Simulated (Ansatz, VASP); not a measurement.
## One calculation of TaN, two programs

INCAR

```
SYSTEM = TaN
PREC = Accurate
ENCUT = 600
EDIFF = 1E-6
ISMEAR = -1
SIGMA = 0.01
LREAL = .FALSE.
LASPH = .TRUE.
NELM = 120
ALGO = Normal
ISIF = 2
LWAVE = .FALSE.
LCHARG = .FALSE.
GGA = PS
NBANDS = 24
GGA_COMPAT = .FALSE.
```

Contents of KPOINTS:

```
regular mesh
0
G
  9 9 5
  0 0 0
```

File POSCAR:

```
TaN
1.0
    3.0500010905      0.0000000000      0.0000000000
   -1.5250005453      2.6413784260      0.0000000000
    0.0000000000      0.0000000000      5.0388000000
Ta N
2 2
Direct
    0.3333333333      0.6666666667      0.0000000000
    0.6666666667      0.3333333333      0.5000000000
    0.3333333333      0.6666666667      0.3850000000
    0.6666666667      0.3333333333      0.8850000000
```

Input for Ansatz:

```yaml
crystal:
  lattice:
    - [3.0500010905, 0.0, 0.0]
    - [-1.5250005453, 2.641378426, 0.0]
    - [0.0, 0.0, 5.0388]
  atoms:
    - { symbol: Ta, position: [0.3333333333, 0.6666666667, 0.0] }
    - { symbol: Ta, position: [0.6666666667, 0.3333333333, 0.5] }
    - { symbol: "N", position: [0.3333333333, 0.6666666667, 0.385] }
    - { symbol: "N", position: [0.6666666667, 0.3333333333, 0.885] }
kpoints:
  mp_grid: { grid: [9, 9, 5] }
  band_path:
    path:
      - [0.0, 0.0, 0.0]
      - [0.5, 0.0, 0.0]
      - [0.3333333333, 0.3333333333, 0.0]
      - [0.0, 0.0, 0.0]
      - [0.0, 0.0, 0.5]
      - [0.5, 0.0, 0.5]
      - [0.3333333333, 0.3333333333, 0.5]
      - [0.0, 0.0, 0.5]
      - [0.5, 0.0, 0.5]
    npoints: 5
scf:
  occupations: { method: fermi_dirac, width: 0.01 }
hamiltonian:
  xc: pbesol
  pseudopotentials: { kind: all_electron, lapw: { basis_error: 0.001 } }
output:
  forces: true
  stress: true
  eigenvalues: true
```

Change from the starting cell: zz strain of +2 %.

Alike in both runs: task single point; functional PBEsol; k mesh 9 × 9 × 5; occupations fermi-dirac, width 0.01 eV; no spin polarisation.

|  | VASP | Ansatz |
| --- | --- | --- |
| version | VASP 6.6.1 | Ansatz 0.2.0 |
| potentials or method | VASP PAW PBE potentials, release 64 (Ta_pv, N), cutoff 600 eV | all-electron LAPW, scalar-relativistic |

Ansatz gave:

- pressure (GPa): 111.7
- traceless stress, the component that is largest in VASP (GPa): -21.08
- rms of the force components (eV/Å): 1.839

Question: Estimate VASP's values.

Answer: Pressure (GPa): 116.9; traceless stress, the component that is largest in VASP (GPa): -22.01; rms of the force components (eV/Å): 1.889.

VASP's potentials were made for PBE, not for PBEsol. Atom by atom the forces differ by 0.050 eV/Å (rms over components). Both programs put the cell under a high pressure, so it lies far from rest at this level. Ansatz ran all-electron here, and VASP with PAW potentials.

Spin-orbit coupling is off throughout. Noted on VASP's run: the cell as given lies far from equilibrium.
